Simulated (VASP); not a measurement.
# Os (I4/mmm) in VASP: further runs

Os is run at these levels: PBEsol; tasks: single point.

Program: VASP 6.6.1. These are calculated values, not measurements. Logs are shortened: lines on timing, memory, paths and dates and some standing lists are left out, and cuts for length are marked.

## Step 1: The cell of the first run

It takes space group I4/mmm (No. 139, tetragonal). Conventional cell: a = 2.668 Å, b = 2.668 Å, c = 3.890 Å, α = 90.00°, β = 90.00°, γ = 90.00°. Os (site symmetry 4/mmm) has 12 Os at 2.67 to 2.71 Å within 3.5 Å.

## Step 2: Single point, PBEsol (equal xx and yy strain of -3 %)

Contents of INCAR:

```
SYSTEM = Os
PREC = Accurate
ENCUT = 520
EDIFF = 1E-7
ISMEAR = -1
SIGMA = 0.05
LREAL = .False.
LASPH = .True.
NELM = 100
ALGO = Normal
ISIF = 2
LWAVE = .False.
LCHARG = .True.
GGA = PS
LELF = .True.
LVHAR = .True.
NBANDS = 10
```

Contents of KPOINTS:

```
Automatic mesh
0
Gamma
  14 14 14
  0 0 0
```

Contents of POSCAR:

```
Os
1.0
    0.0000000000      1.8866500000      1.9450000000
    1.8866500000      0.0000000000      1.9450000000
    1.8866500000      1.8866500000      0.0000000000
Os
1
Direct
    0.0000000000      0.0000000000      0.0000000000
```

Potentials or basis: VASP PAW PBE potentials, release 64 (Os).

Started as:

```bash
cat potpaw_PBE.64/Os/POTCAR > POTCAR
mpirun -np 1 vasp_std > vasp.out
```

OUTCAR:

```text
SYSTEM = Os
   PREC = Accurate
   ENCUT = 520
   EDIFF = 1E-7
   ISMEAR = -1
   LREAL = .False.
   LASPH = .True.
   NELM = 100
   ISIF = 2
   GGA = PS

 ion  position               nearest neighbor table
   1  0.000  0.000  0.000-

  LATTYP: Found a body centered tetragonal cell.
 ALAT       =     2.6681260175
 C/A-ratio  =     1.4579521262

  Lattice vectors:

 A1 = (  -1.8866500000,   0.0000000000,   1.9450000000)
 A2 = (   1.8866500000,   0.0000000000,   1.9450000000)
 A3 = (   0.0000000000,   1.8866500000,  -1.9450000000)

Analysis of symmetry for initial positions (statically):
=====================================================================
 Subroutine PRICEL returns:
 Original cell was already a primitive cell.

 Routine SETGRP: Setting up the symmetry group for a
 body centered tetragonal supercell.

 Subroutine GETGRP returns: Found 16 space group operations
 (whereof 16 operations were pure point group operations)
 out of a pool of 16 trial point group operations.

The static configuration has the point symmetry D_4h.

Analysis of symmetry for dynamics (positions and initial velocities):
=====================================================================
 Subroutine PRICEL returns:
 Original cell was already a primitive cell.

 Routine SETGRP: Setting up the symmetry group for a
 body centered tetragonal supercell.

 Subroutine GETGRP returns: Found 16 space group operations
 (whereof 16 operations were pure point group operations)
 out of a pool of 16 trial point group operations.

The dynamic configuration has the point symmetry D_4h.

 Subroutine INISYM returns: Found 16 space group operations
 (whereof 16 operations are pure point group operations),
 and found     1 'primitive' translations

----------------------------------------------------------------------------------------

                                     Primitive cell

  volume of cell :      13.8463

  direct lattice vectors                    reciprocal lattice vectors
     0.000000000  1.886650000  1.945000000    -0.265020009  0.265020009  0.257069409
     1.886650000  0.000000000  1.945000000     0.265020009 -0.265020009  0.257069409
     1.886650000  1.886650000  0.000000000     0.265020009  0.265020009 -0.257069409

  length of vectors
     2.709699840  2.709699840  2.668126017     0.454484204  0.454484204  0.454484204

  position of ions in fractional coordinates (direct lattice)
     0.000000000  0.000000000  0.000000000

  ion indices of the primitive-cell ions
   primitive index   ion index
                 1           1

----------------------------------------------------------------------------------------

 KPOINTS: Automatic mesh

Automatic generation of k-mesh.
 Grid dimensions read from file:
 generate k-points for:   14   14   14

 Generating k-lattice:

  Cartesian coordinates                     Fractional coordinates (reciprocal lattice)
    -0.018930001  0.018930001  0.018362101     0.071428571 -0.000000000  0.000000000
     0.018930001 -0.018930001  0.018362101    -0.000000000  0.071428571  0.000000000
     0.018930001  0.018930001 -0.018362101     0.000000000  0.000000000  0.071428571

  Length of vectors
     0.032463157  0.032463157  0.032463157

  Shift w.r.t. Gamma in fractional coordinates (k-lattice)
     0.000000000  0.000000000  0.000000000

 Subroutine IBZKPT returns following result:
 ===========================================

 Found    244 irreducible k-points:

 Following reciprocal coordinates:
            Coordinates               Weight
  0.000000  0.000000  0.000000      1.000000
  0.071429  0.000000  0.000000      8.000000
  0.142857  0.000000  0.000000      8.000000
  0.214286  0.000000  0.000000      8.000000
  0.285714  0.000000  0.000000      8.000000
  0.357143  0.000000  0.000000      8.000000
[... 16 lines left out ...]
  0.214286  0.142857  0.000000      8.000000
  0.285714  0.142857  0.000000      8.000000
 [... further k-points ...]
   k-points           NKPTS =    244   k-points in BZ     NKDIM =    244   number of bands    NBANDS=     10
   number of dos      NEDOS =    301   number of ions     NIONS =      1
   total plane-waves  NPLWV =   8000
   dimension x,y,z NGX =    20 NGY =   20 NGZ =   20
   dimension x,y,z NGXF=    40 NGYF=   40 NGZF=   40
   ions per type =               1
   NGX,Y,Z   is equivalent  to a cutoff of  12.27, 12.27, 12.46 a.u.
   NGXF,Y,Z  is equivalent  to a cutoff of  24.54, 24.54, 24.92 a.u.
 SYSTEM =  Os
   PREC   = accura    normal or accurate (medium, high low for compatibility)
   ISTART =      0    job   : 0-new  1-cont  2-samecut
   ICHARG =      2    charge: 1-file 2-atom 10-const
   ISPIN  =      1    spin polarized calculation?
   LNONCOLLINEAR =      F non collinear calculations
   LSORBIT =      F    spin-orbit coupling
   LASPH  =      T    aspherical Exc in radial PAW
   ENCUT  =  520.0 eV  38.22 Ry    6.18 a.u.   5.04  5.04  4.96*2*pi/ulx,y,z
   NELM   =    100;   NELMIN=  2; NELMDL= -5     # of ELM steps
   EDIFF  = 0.1E-06   stopping-criterion for ELM
   LREAL  =      F    real-space projection
   EDIFFG = 0.1E-05   stopping-criterion for IOM
   NSW    =      0    number of steps for IOM
   IBRION =     -1    ionic relax: 0-MD 1-quasi-New 2-CG
   NFREE  =      0    steps in history (QN), initial steepest desc. (CG)
   ISIF   =      2    stress and relaxation
   ISYM   =      2    0-nonsym 1-usesym 2-fastsym
   POTIM  = 0.5000    time-step for ionic-motion
   TEBEG  =    0.0;   TEEND  =   0.0 temperature during run
   PSTRESS=    0.0 pullay stress
   NELECT =       8.0000    total number of electrons
   NUPDOWN=      -1.0000    fix difference up-down
   EMIN   =  10.00;   EMAX   =-10.00  energy-range for DOS
   EFERMI =   0.00;   METHOD = LEGACY
   ISMEAR =    -1;   SIGMA  =   0.05  broadening in eV -4-tet -1-fermi 0-gaus
   EFERMI_NEDOS =   21; number of points for ismear=-14 and -15
   IALGO  =     38    algorithm
   IMIX   =      4    mixing-type and parameters
     AMIX     =   0.40;   BMIX     =  1.00
     AMIX_MAG =   1.60;   BMIX_MAG =  1.00
  volume/ion in A,a.u.               =      13.85        93.44
  Fermi-wavevector in a.u.,A,eV,Ry     =   1.363518  2.576675 25.295681  1.859180
  Thomas-Fermi vector in A             =   2.489914
   LORBIT       =      0    0 simple, 1 ext, 2 COOP (PROOUT), +10 PAW based schemes
   GGA     = PS    functional components
   LHFCALC =     F    Hartree Fock is set to
   AEXX    =    0.0000 exact exchange contribution
   IVDW    =     0    specifies the selected vdW correction
   LEPSILON=     F    determine dielectric tensor
   LRPA    =     F    only Hartree local field effects (RPA)
 non-spin polarized calculation
  energy-cutoff  :      520.00
  volume of cell :       13.85
 maximum number of plane-waves:       386
   NGX =  9   NGY =  9   NGZ =  9

 number of electron       7.9999999 magnetization

 Free energy of the ion-electron system (eV)
  ---------------------------------------------------
  ext. energy  EPLUGINS =         0.00000000
  ---------------------------------------------------
  free energy    TOTEN  =       -12.08596647 eV

  energy without entropy =      -12.07674851  energy(sigma->0) =      -12.08135749

 E-fermi :   9.2962     XC(G=0): -14.2112

 val. band max:        9.2855629703   @ k =   0.4286   0.0000   0.2857
 cond. band min:       9.2997424626   @ k =   0.3571   0.2857   0.0714
 fundamental gap:      0.0141794923
 Fermi energy:         9.2961901950

 k-point     1 :       0.0000    0.0000    0.0000
  band No.  band energies     occupation
      1      -1.6270      2.00000
      2       5.9852      2.00000
      3       6.4381      2.00000
      4       6.4381      2.00000
      5       9.0879      1.96946
      6       9.6907      0.00075
      7      23.6259      0.00000
      8      28.7761      0.00000
      9      29.8301      0.00000
     10      29.8301      0.00000

 k-point     2 :       0.0714    0.0000    0.0000
  band No.  band energies     occupation
      1      -1.3853      2.00000
      2       5.9887      2.00000
      3       6.3954      2.00000
      4       6.5484      2.00000
      5       9.0236      1.99147
      6       9.5960      0.00496
      7      24.0772      0.00000
      8      28.2230      0.00000
      9      29.6303      0.00000
     10      30.2693      0.00000

 k-point     3 :       0.1429    0.0000    0.0000
  band No.  band energies     occupation
      1      -0.7070      2.00000
      2       5.7733      2.00000
      3       6.5133      2.00000
      4       6.8130      2.00000
      5       8.9485      1.99809
      6       9.4158      0.16752
      7      25.1704      0.00000
      8      26.5127      0.00000
      9      30.7381      0.00000
     10      31.5228      0.00000

 k-point     4 :       0.2143    0.0000    0.0000
  band No.  band energies     occupation
      1       0.2360      2.00000
      2       5.5564      2.00000
      3       6.6019      2.00000
      4       7.0022      2.00000
      5       9.1806      1.81977
      6       9.4535      0.08241
      7      24.3787      0.00000
      8      26.8546      0.00000
      9      32.5763      0.00000
     10      33.4091      0.00000

 k-point     5 :       0.2857    0.0000    0.0000
  band No.  band energies     occupation
      1       1.0763      2.00000
      2       5.8383      2.00000
      3       6.4398      2.00000
      4       6.9009      2.00000
      5       9.8896      0.00001
      6       9.9616      0.00000
      7      22.7486      0.00000
      8      26.6814      0.00000
      9      34.1529      0.00000
     10      34.6763      0.00000

 k-point     6 :       0.3571    0.0000    0.0000
  band No.  band energies     occupation
      1       1.4623      2.00000
      2       6.1700      2.00000
      3       6.6442      2.00000
      4       6.9220      2.00000
      5      10.7502      0.00000
      6      10.8383      0.00000
      7      21.0811      0.00000
      8      24.8926      0.00000
      9      32.2336      0.00000
     10      32.4886      0.00000

 k-point     7 :       0.4286    0.0000    0.0000
  band No.  band energies     occupation
      1       1.5196      2.00000
      2       5.9644      2.00000
      3       6.4295      2.00000
      4       8.3565      2.00000
      5      11.4507      0.00000
      6      11.6601      0.00000
      7      19.3569      0.00000
      8      23.5377      0.00000
      9      30.3360      0.00000
     10      30.7217      0.00000

 k-point     8 :       0.5000    0.0000    0.0000
  band No.  band energies     occupation
      1       1.5094      2.00000
      2       5.8886      2.00000
      3       6.3496      2.00000
      4       9.0920      1.96687
      5      11.7335      0.00000
      6      11.9910      0.00000
      7      18.4930      0.00000
      8      23.1134      0.00000
      9      29.6401      0.00000
     10      30.0807      0.00000

 k-point     9 :       0.0714    0.0714    0.0000
  band No.  band energies     occupation
      1      -1.3171      2.00000
      2       5.7379      2.00000
      3       6.6305      2.00000
      4       6.6305      2.00000
      5       8.7607      1.99996
      6       9.7840      0.00012
      7      24.2024      0.00000
      8      28.2787      0.00000
      9      29.9739      0.00000
     10      29.9739      0.00000
[... 118 lines left out ...]
 k-point    19 :      -0.2143    0.0714    0.0000
  band No.  band energies     occupation
      1       0.7754      2.00000
      2       5.3641      2.00000
      3       6.5733      2.00000
      4       7.1591      2.00000
      5       8.9599      1.99760
      6      10.0841      0.00000
      7      23.9934      0.00000
      8      27.2981      0.00000
      9      31.3734      0.00000
     10      33.6112      0.00000

 k-point    20 :      -0.1429    0.0714    0.0000
  band No.  band energies     occupation
      1      -0.1902      2.00000
      2       5.5629      2.00000
      3       6.5899      2.00000
      4       7.0161      2.00000
      5       8.8924      1.99938
      6       9.4495      0.08904
      7      25.5736      0.00000
      8      26.3298      0.00000
      9      30.0948      0.00000
     10      33.2116      0.00000

 k-point    21 :      -0.0714    0.0714    0.0000
  band No.  band energies     occupation
      1      -0.9839      2.00000
      2       5.9803      2.00000
      3       6.3430      2.00000
      4       6.7033      2.00000
      5       9.1881      1.79348
      6       9.2411      1.50111
      7      24.8007      0.00000
      8      27.4535      0.00000
      9      29.2190      0.00000
     10      31.3865      0.00000

 k-point    22 :       0.1429    0.1429    0.0000
  band No.  band energies     occupation
      1      -0.4403      2.00000
      2       5.1020      2.00000
      3       7.1996      2.00000
      4       7.1996      2.00000
      5       7.9405      2.00000
      6      10.0518      0.00000
      7      25.8124      0.00000
      8      27.7930      0.00000
      9      30.1799      0.00000
     10      30.1799      0.00000

 k-point    23 :       0.2143    0.1429    0.0000
  band No.  band energies     occupation
      1       0.2839      2.00000
      2       4.7607      2.00000
      3       7.0684      2.00000
      4       7.5678      2.00000
      5       8.0811      2.00000
      6      10.2285      0.00000
      7      26.7573      0.00000
      8      27.1516      0.00000
      9      30.4075      0.00000
     10      30.8255      0.00000

 k-point    24 :       0.2857    0.1429    0.0000
  band No.  band energies     occupation
      1       1.2035      2.00000
      2       4.6129      2.00000
      3       6.4378      2.00000
      4       7.7377      2.00000
      5       9.0525      1.98482
      6      10.5895      0.00000
      7      25.1120      0.00000
      8      27.9874      0.00000
      9      30.6541      0.00000
     10      30.9486      0.00000

 [... further k-points ...]
[... 5 lines left out ...]
  --------------------------------------------------------------------------------------
  -------------------------------------------------------------------------------------
  Total        0.6485340      0.6485340     -0.2474064      0.0000000      0.0000000     -0.0000000
  in kB       75.0431451     75.0431451    -28.6278875      0.0000000      0.0000000     -0.0000000
  external PRESSURE =      40.4861342 kB  Pullay stress =       0.0000000 kB

 VOLUME and BASIS-vectors are now :
 -----------------------------------------------------------------------------
  energy-cutoff  :      520.00
  volume of cell :       13.85
      direct lattice vectors                 reciprocal lattice vectors
     0.000000000  1.886650000  1.945000000    -0.265020009  0.265020009  0.257069409
     1.886650000  0.000000000  1.945000000     0.265020009 -0.265020009  0.257069409
     1.886650000  1.886650000  0.000000000     0.265020009  0.265020009 -0.257069409

 POSITION                                       TOTAL-FORCE (eV/Angst)
 -----------------------------------------------------------------------------------
      0.00000      0.00000      0.00000         0.000000     -0.000000      0.000000
 -----------------------------------------------------------------------------------
    total drift:                                0.000000      0.000000     -0.000000

  FREE ENERGIE OF THE ION-ELECTRON SYSTEM (eV)
  ---------------------------------------------------
  free  energy   TOTEN  =       -12.0859664680 eV

  energy  without entropy=      -12.0767485064  energy(sigma->0) =      -12.08135749
```

Run time: 10 s. Hardware: 1 thread of Intel Xeon 6975P-C (Granite Rapids), shared host; peak memory 0.15 GiB.

Results:

- Free energy: -12.0860 eV
- Pressure: 4.0 GPa
- Band gap on the k mesh: zero (band 4 reaches 11.93 eV, above the bottom of band 5 at 7.94 eV)

Stress tensor (GPa, compression positive):
```
 7.50  0.00  0.00
 0.00  7.50  0.00
 0.00  0.00 -2.86
```

Levels at points of the mesh, in eV from the Fermi level:
| k point | band 2 | band 3 | band 4 | band 5 | band 6 | band 7 |
| --- | --- | --- | --- | --- | --- | --- |
| (0.00, 0.00, 0.00) | -3.31 | -2.86 | -2.86 | -0.21 | 0.39 | 14.33 |
| (0.50, 0.00, 0.00) | -3.41 | -2.95 | -0.20 | 2.44 | 2.69 | 9.20 |
| (0.50, 0.50, 0.00) | -6.94 | 1.98 | 2.56 | 3.25 | 3.25 | 11.95 |
| (0.50, 0.00, 0.50) | -6.97 | 2.50 | 2.64 | 3.04 | 3.52 | 11.99 |

Caveat: the cell differs from its parent crystal (equal xx and yy strain of -3 %); the PAW data sets were made with another functional, which shifts forces and pressure a little; spin-orbit coupling is left out, which moves the levels of the heavy elements.

## Step 3: Single point, PBEsol (zz strain of -3 %)

Contents of INCAR:

```
  PREC = Accurate
  ENCUT = 520
  EDIFF = 1E-6
  ISMEAR = -1
  SIGMA = 0.05
  LREAL = F
  LASPH = T
  NELM = 80
  ALGO = Normal
  ISIF = 2
  LWAVE = F
  LCHARG = F
  GGA = PS
  NBANDS = 10
```

Contents of KPOINTS:

```
regular mesh
0
Gamma
  14 14 14
```

Contents of POSCAR:

```
Os
1.0
    0.0000000000      1.9450000000      1.8866500000
    1.9450000000      0.0000000000      1.8866500000
    1.9450000000      1.9450000000      0.0000000000
Os
1
Direct
    0.0000000000      0.0000000000      0.0000000000
```

Potentials or basis: VASP PAW PBE potentials, release 64 (Os).

Started as:

```bash
cat potpaw_PBE.64/Os/POTCAR > POTCAR
mpirun -np 1 vasp_std > vasp.out
```

Wall time 10 s (1 thread of Intel Xeon 6975P-C (Granite Rapids), shared host); peak memory 0.15 GiB.

The run converged. Its results:

```yaml
Free_energy: -12.0795 eV
Pressure: -8.8 GPa
Band_gap_on_the_k_mesh: zero (band 4 reaches 11.62 eV, above the bottom of band 5 at 7.44 eV)
```

Stress tensor (GPa, compression positive):
```
-11.93   0.00   0.00
  0.00 -11.93   0.00
  0.00   0.00  -2.62
```

Levels at points of the mesh, in eV from the Fermi level:
```
           k point  band 1  band 2  band 3  band 4  band 5  band 6  band 7  band 8
(0.00, 0.00, 0.00)  -10.65   -3.02   -3.02   -2.60   -0.19    0.35   14.34   19.66
(0.50, 0.00, 0.00)   -7.51   -3.26   -2.81   -0.20    2.30    2.57    8.79   13.83
(0.50, 0.50, 0.00)   -7.36   -6.70    2.38    2.77    3.12    3.12   11.81   11.81
(0.50, 0.00, 0.50)   -7.39   -6.65    2.12    2.39    2.88    3.30   11.72   12.16
```

Caveat: the cell differs from its parent crystal (zz strain of -3 %); the PAW data sets were made with another functional, which shifts forces and pressure a little; spin-orbit coupling is left out, which moves the levels of the heavy elements.

## Step 4: Single point, PBEsol (equal xx and yy strain of -1 %)

Contents of INCAR:

```
ALGO = Normal
EDIFF = 1E-6
ENCUT = 520
GGA = PS
ISIF = 2
ISMEAR = -1
LASPH = True
LCHARG = False
LREAL = False
LWAVE = False
NBANDS = 10
NELM = 80
PREC = Accurate
SIGMA = 0.05
```

Contents of KPOINTS:

```
k-points
0
Gamma
  14 14 14
```

Contents of POSCAR:

```
Os
1.0
    0.0000000000      1.9255500000      1.9450000000
    1.9255500000      0.0000000000      1.9450000000
    1.9255500000      1.9255500000      0.0000000000
Os
1
Direct
    0.0000000000      0.0000000000      0.0000000000
```

Started as:

```bash
cat potpaw_PBE.64/Os/POTCAR > POTCAR
mpirun -np 1 vasp_std > vasp.out
```

Wall time 9 s (1 thread of Intel Xeon 6975P-C (Granite Rapids), shared host); peak memory 0.15 GiB.

It converged, with:

| Property | Result |
| --- | --- |
| Free energy | -12.0767 eV |
| Pressure | -12.9 GPa |
| Band gap on the k mesh | zero (band 4 reaches 11.07 eV, above the bottom of band 5 at 7.45 eV) |

Stress tensor (GPa, compression positive):
```
-11.98   0.00   0.00
  0.00 -11.98   0.00
  0.00   0.00 -14.73
```

Levels at points of the mesh, in eV from the Fermi level:
| k point | band 2 | band 3 | band 4 | band 5 | band 6 | band 7 |
| --- | --- | --- | --- | --- | --- | --- |
| (0.00, 0.00, 0.00) | -2.93 | -2.79 | -2.79 | -0.01 | 0.18 | 14.34 |
| (0.50, 0.00, 0.00) | -3.06 | -2.91 | -0.20 | 2.35 | 2.44 | 8.65 |
| (0.50, 0.50, 0.00) | -6.56 | 2.17 | 2.36 | 3.04 | 3.04 | 11.64 |
| (0.50, 0.00, 0.50) | -6.57 | 2.35 | 2.38 | 2.98 | 3.13 | 11.90 |

Caveat: the cell differs from its parent crystal (equal xx and yy strain of -1 %); the PAW data sets were made with another functional, which shifts forces and pressure a little; spin-orbit coupling is left out, which moves the levels of the heavy elements.

(Part 1 of 2 ends here.)
